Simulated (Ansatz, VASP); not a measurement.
One calculation of InAs, two programs

```xyz
6
Lattice="4.2618 0.0000 0.0000 0.0000 6.0271 0.0000 0.0000 0.0000 20.2618" Properties=species:S:1:pos:R:3 pbc="T T T"
In    1.0654    0.5333    8.3916
In    3.1963    4.0550   10.1313
In    1.0654    0.5335   11.8697
As    3.1963    5.2351    7.7518
As    1.0654    2.4887   10.1305
As    3.1963    5.2356   12.5104
```

Alike in both runs: functional LDA; k mesh 6 × 5 × 1; occupations fermi-dirac, width 0.02 eV; no spin polarisation.

Ansatz relaxed the structure, and its values are those at the end. VASP's run is a single point on that final structure, the one shown.

|  | VASP | Ansatz |
| --- | --- | --- |
| version | VASP 6.6.1 | Ansatz 0.2.0 |
| potentials or method | VASP PAW LDA potentials, release 64 (In_d, As), cutoff 520 eV | all-electron LAPW, scalar-relativistic |

|  | VASP | Ansatz | Ansatz less VASP |
| --- | --- | --- | --- |
| rms of the force components (eV/Å) | 0.012 | 0.001 | -0.0109 |

LDA's correlation is that of Perdew and Zunger in VASP and of Perdew and Wang (1992) in Ansatz. Ansatz ran all-electron here, and VASP with PAW potentials.
